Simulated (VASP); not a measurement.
# Br (Fd-3m) in VASP: notebook

Br is run at these levels: r2SCAN; tasks: single point.

Program: VASP 6.6.1. These are calculated values, not measurements. Logs are shortened: lines on timing, memory, paths and dates and some standing lists are left out, and cuts for length are marked.

### Step 1. The cell of the first run

Symmetry: Fd-3m, No. 227, cubic system. The conventional cell has a = 6.025 Å, b = 6.025 Å, c = 6.025 Å, α = 90.00°, β = 90.00°, γ = 90.00°. Br (site symmetry -43m) has 4 Br at 2.61 Å within 3.4 Å.

### Step 2. Single point, r2SCAN

File POSCAR:

```
Br
1.0
    0.0000000000      3.0126054384      3.0126054384
    3.0126054384      0.0000000000      3.0126054384
    3.0126054384      3.0126054384      0.0000000000
Br
2
Direct
    0.0000000000      0.0000000000      0.0000000000
    0.2500000000      0.2500000000      0.2500000000
```

File INCAR.step1:

```
PREC = Accurate
ENCUT = 520
ISMEAR = -1
SIGMA = 0.02
LREAL = F
LASPH = T
NELM = 100
NBANDS = 14
GGA = PE
ALGO = Normal
EDIFF = 1E-4
LWAVE = T
LCHARG = F
```

File INCAR.step2:

```
PREC = Accurate
ENCUT = 520
EDIFF = 1E-7
ISMEAR = -1
SIGMA = 0.02
LREAL = F
LASPH = T
NELM = 100
ALGO = Normal
ISIF = 2
LWAVE = F
LCHARG = T
METAGGA = R2SCAN
LMIXTAU = T
LELF = T
LVHAR = T
NBANDS = 14
ISTART = 1
```

File KPOINTS:

```
Automatic mesh
0
Gamma
  6 6 6
```

Potentials or basis: VASP PAW PBE potentials, release 64 (Br).

Command:

```sh
$ cat potpaw_PBE.64/Br/POTCAR > POTCAR
$ cp INCAR.step1 INCAR
$ mpirun -np 1 vasp_std > vasp.out
$ cp INCAR.step2 INCAR
$ mpirun -np 1 vasp_std > vasp.out
```

OUTCAR:

```text
PREC = Accurate
   ENCUT = 520
   EDIFF = 1E-7
   ISMEAR = -1
   LREAL = F
   LASPH = T
   NELM = 100
   ISIF = 2
   METAGGA = R2SCAN
   ISTART = 1

 ion  position               nearest neighbor table
   1  0.000  0.000  0.000-   2 2.61   2 2.61   2 2.61   2 2.61
   2  0.250  0.250  0.250-   1 2.61   1 2.61   1 2.61   1 2.61

  LATTYP: Found a face centered cubic cell.
 ALAT       =     6.0252108768

  Lattice vectors:

 A1 = (   0.0000000000,   3.0126054384,   3.0126054384)
 A2 = (   3.0126054384,   0.0000000000,   3.0126054384)
 A3 = (   3.0126054384,   3.0126054384,   0.0000000000)

Analysis of symmetry for initial positions (statically):
=====================================================================
 Subroutine PRICEL returns:
 Original cell was already a primitive cell.

 Routine SETGRP: Setting up the symmetry group for a
 face centered cubic supercell.

 Subroutine GETGRP returns: Found 48 space group operations
 (whereof 24 operations were pure point group operations)
 out of a pool of 48 trial point group operations.

The static configuration has the point symmetry T_d .
 The point group associated with its full space group is O_h .

Analysis of symmetry for dynamics (positions and initial velocities):
=====================================================================
 Subroutine PRICEL returns:
 Original cell was already a primitive cell.

 Routine SETGRP: Setting up the symmetry group for a
 face centered cubic supercell.

 Subroutine GETGRP returns: Found 48 space group operations
 (whereof 24 operations were pure point group operations)
 out of a pool of 48 trial point group operations.

The dynamic configuration has the point symmetry T_d .
 The point group associated with its full space group is O_h .

 Subroutine INISYM returns: Found 48 space group operations
 (whereof 24 operations are pure point group operations),
 and found     1 'primitive' translations

----------------------------------------------------------------------------------------

                                     Primitive cell

  volume of cell :      54.6836

  direct lattice vectors                    reciprocal lattice vectors
     0.000000000  3.012605438  3.012605438    -0.165969295  0.165969295  0.165969295
     3.012605438  0.000000000  3.012605438     0.165969295 -0.165969295  0.165969295
     3.012605438  3.012605438  0.000000000     0.165969295  0.165969295 -0.165969295

  length of vectors
     4.260467469  4.260467469  4.260467469     0.287467251  0.287467251  0.287467251

  position of ions in fractional coordinates (direct lattice)
     0.000000000  0.000000000  0.000000000
     0.250000000  0.250000000  0.250000000

  ion indices of the primitive-cell ions
   primitive index   ion index
                 1           1
                 2           2

----------------------------------------------------------------------------------------

 KPOINTS: Automatic mesh

Automatic generation of k-mesh.
 Grid dimensions read from file:
 generate k-points for:    6    6    6

 Generating k-lattice:

  Cartesian coordinates                     Fractional coordinates (reciprocal lattice)
    -0.027661549  0.027661549  0.027661549     0.166666667  0.000000000  0.000000000
     0.027661549 -0.027661549  0.027661549     0.000000000  0.166666667  0.000000000
     0.027661549  0.027661549 -0.027661549     0.000000000  0.000000000  0.166666667

  Length of vectors
     0.047911209  0.047911209  0.047911209

  Shift w.r.t. Gamma in fractional coordinates (k-lattice)
     0.000000000  0.000000000  0.000000000

 Subroutine IBZKPT returns following result:
 ===========================================

 Found     16 irreducible k-points:

 Following reciprocal coordinates:
            Coordinates               Weight
  0.000000  0.000000  0.000000      1.000000
  0.166667  0.000000  0.000000      8.000000
  0.333333  0.000000  0.000000      8.000000
  0.500000  0.000000  0.000000      4.000000
  0.166667  0.166667  0.000000      6.000000
  0.333333  0.166667  0.000000     24.000000
[... 8 lines left out ...]
 -0.333333  0.333333  0.166667     24.000000
 -0.333333  0.500000  0.166667     12.000000
   k-points           NKPTS =     16   k-points in BZ     NKDIM =     16   number of bands    NBANDS=     14
   number of dos      NEDOS =    301   number of ions     NIONS =      2
   total plane-waves  NPLWV =  32768
   dimension x,y,z NGX =    32 NGY =   32 NGZ =   32
   dimension x,y,z NGXF=    64 NGYF=   64 NGZF=   64
   ions per type =               2
   NGX,Y,Z   is equivalent  to a cutoff of  12.49, 12.49, 12.49 a.u.
   NGXF,Y,Z  is equivalent  to a cutoff of  24.97, 24.97, 24.97 a.u.
 SYSTEM =  unknown system
   PREC   = accura    normal or accurate (medium, high low for compatibility)
   ISTART =      1    job   : 0-new  1-cont  2-samecut
   ICHARG =      0    charge: 1-file 2-atom 10-const
   ISPIN  =      1    spin polarized calculation?
   LNONCOLLINEAR =      F non collinear calculations
   LSORBIT =      F    spin-orbit coupling
   LASPH  =      T    aspherical Exc in radial PAW
   ENCUT  =  520.0 eV  38.22 Ry    6.18 a.u.   7.92  7.92  7.92*2*pi/ulx,y,z
   NELM   =    100;   NELMIN=  2; NELMDL=  0     # of ELM steps
   EDIFF  = 0.1E-06   stopping-criterion for ELM
   LREAL  =      F    real-space projection
   EDIFFG = 0.1E-05   stopping-criterion for IOM
   NSW    =      0    number of steps for IOM
   IBRION =     -1    ionic relax: 0-MD 1-quasi-New 2-CG
   NFREE  =      0    steps in history (QN), initial steepest desc. (CG)
   ISIF   =      2    stress and relaxation
   ISYM   =      2    0-nonsym 1-usesym 2-fastsym
   POTIM  = 0.5000    time-step for ionic-motion
   TEBEG  =    0.0;   TEEND  =   0.0 temperature during run
   PSTRESS=    0.0 pullay stress
   NELECT =      14.0000    total number of electrons
   NUPDOWN=      -1.0000    fix difference up-down
   EMIN   =  10.00;   EMAX   =-10.00  energy-range for DOS
   EFERMI =   0.00;   METHOD = LEGACY
   ISMEAR =    -1;   SIGMA  =   0.02  broadening in eV -4-tet -1-fermi 0-gaus
   EFERMI_NEDOS =   21; number of points for ismear=-14 and -15
   IALGO  =     38    algorithm
   IMIX   =      4    mixing-type and parameters
     AMIX     =   0.40;   BMIX     =  1.00
     AMIX_MAG =   1.60;   BMIX_MAG =  1.00
  volume/ion in A,a.u.               =      27.34       184.51
  Fermi-wavevector in a.u.,A,eV,Ry     =   1.039518  1.964404 14.702418  1.080597
  Thomas-Fermi vector in A             =   2.174052
   LORBIT       =      0    0 simple, 1 ext, 2 COOP (PROOUT), +10 PAW based schemes
   METAGGA = R2SCAN    functional components
   LHFCALC =     F    Hartree Fock is set to
   AEXX    =    0.0000 exact exchange contribution
   IVDW    =     0    specifies the selected vdW correction
   LEPSILON=     F    determine dielectric tensor
   LRPA    =     F    only Hartree local field effects (RPA)
 non-spin polarized calculation
  energy-cutoff  :      520.00
  volume of cell :       54.68
 maximum number of plane-waves:      1488
   NGX = 15   NGY = 15   NGZ = 15

 number of electron      14.0000005 magnetization

 Free energy of the ion-electron system (eV)
  ---------------------------------------------------
  ext. energy  EPLUGINS =         0.00000000
  ---------------------------------------------------
  free energy    TOTEN  =       -23.70488577 eV

  energy without entropy =      -23.69926002  energy(sigma->0) =      -23.70207290

 E-fermi :   2.7291     XC(G=0):  -9.2215

 val. band max:        2.6789704070   @ k =  -0.3333   0.3333   0.0000
 cond. band min:       2.7435923002   @ k =  -0.3333   0.3333   0.1667
 fundamental gap:      0.0646218932
 Fermi energy:         2.7290923512

 k-point     1 :       0.0000    0.0000    0.0000
  band No.  band energies     occupation
      1     -16.1663      2.00000
      2     -10.7241      2.00000
      3      -2.4244      2.00000
      4      -2.4244      2.00000
      5      -2.4244      2.00000
      6       0.6354      2.00000
      7       0.6354      2.00000
      8       0.6354      2.00000
      9       7.5144      0.00000
     10      11.1377      0.00000
     11      11.1377      0.00000
     12      13.3012      0.00000
     13      13.3012      0.00000
     14      13.3012      0.00000

 k-point     2 :       0.1667    0.0000    0.0000
  band No.  band energies     occupation
      1     -15.9722      2.00000
      2     -11.1638      2.00000
      3      -2.6546      2.00000
      4      -2.6546      2.00000
      5      -2.5360      2.00000
      6       0.9839      2.00000
      7       0.9839      2.00000
      8       1.0439      2.00000
      9       8.3148      0.00000
     10      10.5864      0.00000
     11      10.5864      0.00000
     12      12.6653      0.00000
     13      14.8017      0.00000
     14      14.8017      0.00000

 k-point     3 :       0.3333    0.0000    0.0000
  band No.  band energies     occupation
      1     -15.4748      2.00000
      2     -12.0997      2.00000
      3      -3.0136      2.00000
      4      -3.0136      2.00000
      5      -2.8569      2.00000
      6       1.5527      2.00000
      7       1.5527      2.00000
      8       2.2304      2.00000
      9       9.4064      0.00000
     10      10.6520      0.00000
     11      10.6520      0.00000
     12      11.8992      0.00000
     13      15.0606      0.00000
     14      15.0623      0.00000

 k-point     4 :       0.5000    0.0000    0.0000
  band No.  band energies     occupation
      1     -15.1137      2.00000
      2     -12.6596      2.00000
      3      -3.1620      2.00000
      4      -3.1620      2.00000
      5      -3.0275      2.00000
      6       1.7878      2.00000
      7       1.7878      2.00000
      8       3.0359      0.00000
      9       9.9884      0.00000
     10      10.3803      0.00000
     11      11.4146      0.00000
     12      11.4146      0.00000
     13      13.3488      0.00000
     14      13.3488      0.00000

 k-point     5 :       0.1667    0.1667    0.0000
  band No.  band energies     occupation
      1     -15.9027      2.00000
      2     -11.3054      2.00000
      3      -2.9623      2.00000
      4      -2.9623      2.00000
      5      -1.9063      2.00000
      6       0.2560      2.00000
      7       1.4630      2.00000
      8       1.4630      2.00000
      9       8.6244      0.00000
     10       9.4343      0.00000
     11      11.5807      0.00000
[... 140 lines left out ...]
 k-point    14 :       0.5000    0.3333    0.1667
  band No.  band energies     occupation
      1     -14.9892      2.00000
      2     -12.8091      2.00000
      3      -4.0797      2.00000
      4      -3.5594      2.00000
      5      -1.1278      2.00000
      6       0.5605      2.00000
      7       2.6354      1.98172
      8       2.8144      0.02765
      9       9.0966      0.00000
     10       9.4671      0.00000
     11      12.0319      0.00000
     12      13.8776      0.00000
     13      14.9184      0.00000
     14      15.6342      0.00000

 k-point    15 :      -0.3333    0.3333    0.1667
  band No.  band energies     occupation
      1     -14.5685      2.00000
      2     -13.3405      2.00000
      3      -4.3069      2.00000
      4      -3.7398      2.00000
      5      -0.8881      2.00000
      6       0.8812      2.00000
      7       2.7436      0.65259
      8       3.0288      0.00000
      9       8.6959      0.00000
     10       9.6073      0.00000
     11      11.9172      0.00000
     12      13.7067      0.00000
     13      15.1072      0.00000
     14      16.7778      0.00000

 k-point    16 :      -0.3333    0.5000    0.1667
  band No.  band energies     occupation
      1     -13.9793      2.00000
      2     -13.9793      2.00000
      3      -4.1161      2.00000
      4      -4.1161      2.00000
      5      -0.1195      2.00000
      6      -0.1195      2.00000
      7       3.2001      0.00000
      8       3.2001      0.00000
      9       9.0306      0.00000
     10       9.0306      0.00000
     11      13.1322      0.00000
     12      13.1322      0.00000
     13      16.4881      0.00000
     14      16.4881      0.00000

------------------------ aborting loop because EDIFF is reached ----------------------------------------

  FORCE on cell =-STRESS in cart. coord.  units (eV):
  Direction    XX          YY          ZZ          XY          YZ          ZX
  --------------------------------------------------------------------------------------
  -------------------------------------------------------------------------------------
  Total        6.8102256      6.8102256      6.8102256      0.0000000     -0.0000000      0.0000000
  in kB      199.5332680    199.5332680    199.5332680      0.0000000     -0.0000000      0.0000000
  external PRESSURE =     199.5332680 kB  Pullay stress =       0.0000000 kB

 VOLUME and BASIS-vectors are now :
 -----------------------------------------------------------------------------
  energy-cutoff  :      520.00
  volume of cell :       54.68
      direct lattice vectors                 reciprocal lattice vectors
     0.000000000  3.012605438  3.012605438    -0.165969295  0.165969295  0.165969295
     3.012605438  0.000000000  3.012605438     0.165969295 -0.165969295  0.165969295
     3.012605438  3.012605438  0.000000000     0.165969295  0.165969295 -0.165969295

 POSITION                                       TOTAL-FORCE (eV/Angst)
 -----------------------------------------------------------------------------------
      0.00000      0.00000      0.00000        -0.000000     -0.000000     -0.000000
      1.50630      1.50630      1.50630         0.000000      0.000000      0.000000
 -----------------------------------------------------------------------------------
    total drift:                               -0.000000      0.000000      0.000000

  FREE ENERGIE OF THE ION-ELECTRON SYSTEM (eV)
  ---------------------------------------------------
  free  energy   TOTEN  =       -23.7048857718 eV

  energy  without entropy=      -23.6992600217  energy(sigma->0) =      -23.70207290
```

It took 39 s on 1 thread of Intel Xeon Platinum 8488C (Sapphire Rapids), shared host; peak memory 0.18 GiB.

Results:

* Free energy: -23.7049 eV
* Pressure: 20.0 GPa
* Band gap on the k mesh: zero (band 7 reaches 3.59 eV, above the bottom of band 8 at 0.64 eV)

Levels at points of the mesh, in eV from the Fermi level:
```
           k point  band 4  band 5  band 6  band 7  band 8  band 9  band 10  band 11
(0.00, 0.00, 0.00)   -5.15   -5.15   -2.09   -2.09   -2.09    4.79     8.41     8.41
(0.50, 0.00, 0.00)   -5.89   -5.76   -0.94   -0.94    0.31    7.26     7.65     8.69
(0.50, 0.50, 0.00)   -6.69   -3.34   -3.34    0.87    0.87    6.52     6.52    10.66
```

Caveat: the PAW data sets were made with another functional, which shifts forces and pressure a little.

(Continued in part 2 of 2.)
